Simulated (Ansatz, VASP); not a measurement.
WO in VASP and in Ansatz

Contents of INCAR:

```
SYSTEM = WO
PREC     = Accurate       ! precision mode
ENCUT    = 520            ! plane-wave cutoff, eV
EDIFF    = 1E-6           ! SCF threshold, eV
ISMEAR   = 0              ! smearing method
SIGMA    = 0.02           ! smearing width, eV
LREAL    = .False.        ! projectors in reciprocal space
LASPH    = .True.         ! aspherical terms in the spheres
NELM     = 150            ! most SCF steps
ALGO     = Normal         ! electronic algorithm
ISIF     = 2              ! what is computed and relaxed
LWAVE    = .False.        ! write WAVECAR
LCHARG   = .False.        ! write CHGCAR
ISPIN    = 2              ! spin polarisation
MAGMOM   = 1 0            ! initial moments
LORBIT   = 11             ! projections on sites
LMAXMIX  = 4              ! l up to which the mixer works
LDAU     = .True.         ! DFT+U
LDAUTYPE = 2            
LDAUL    = 2 -1           ! shell
LDAUU    = 6.2 0          ! U, eV
LDAUJ    = 0 0          
LDAUPRINT= 1            
GGA      = PE             ! functional
NBANDS   = 21             ! bands
```

The input KPOINTS:

```
Automatic mesh
0
Gamma
  10 10 10
  0 0 0
```

Contents of POSCAR:

```
WO
1.0
    0.0000000000      2.4446341649      2.4446341649
    2.4446341649      0.0000000000      2.4446341649
    2.4446341649      2.4446341649      0.0000000000
W O
1 1
Direct
    0.0000000000      0.0000000000      0.0000000000
    0.2500000000      0.2500000000      0.2500000000
```

Input for Ansatz:

```yaml
crystal:
  lattice:
    - [0.0, 2.4446341283, 2.4446341283]
    - [2.4446341283, 0.0, 2.4446341283]
    - [2.4446341283, 2.4446341283, 0.0]
  atoms:
    - { symbol: W, position: [0.0, 0.0, 0.0], spin: 1.0 }
    - { symbol: O, position: [0.25, 0.25, 0.25] }
basis:
  ecutwfc: 420
kpoints:
  mp_grid: { grid: [10, 10, 10] }
hamiltonian:
  xc: pbe
  hubbard: { sites: [{ species: W, l: d, u_eff: 6.2 }] }
scf:
  occupations: { method: gaussian, width: 0.02 }
output:
  forces: true
  stress: true
  eigenvalues: true
  populations: true
  write_density: true
  write_potential: true
  elf: true
  volumetric_format: npy
magnetization:
  spin_polarized: true
```

Alike in both runs: task single point; functional PBE; k mesh 10 × 10 × 10; occupations gaussian, width 0.02 eV; collinear spin; Hubbard terms W d U = 6.2 eV.

|  | VASP | Ansatz |
| --- | --- | --- |
| version | VASP 6.6.1 | Ansatz 0.2.0 |
| potentials or method | VASP PAW PBE potentials, release 64 (W_sv, O), cutoff 520 eV | scalar-relativistic, plane waves, PAW |
| valence electrons in the cell | 20 | 20 |

Ansatz gave:

| Quantity | Value |
| --- | --- |
| gap on the k mesh at the Fermi level (eV) | 1.18 |
| least direct gap on the mesh (eV) | 1.40 |
| pressure (GPa) | -6.9 |
| net moment per atom (μB) | 1.00 |
| size of the moment on the site where the two differ most (μB) | 1.06 |

Question: Estimate VASP's values.

Answer: gap on the k mesh at the Fermi level (eV): 0.69; least direct gap on the mesh (eV): 1.10; pressure (GPa): -2.0; net moment per atom (μB): 1.00; size of the moment on the site where the two differ most (μB): 1.73.

Site moments also hang on the region over which each program counts them. The programs project onto different local orbitals, so the same U acts differently, and such runs can settle in different states.

Spin-orbit coupling is off throughout.
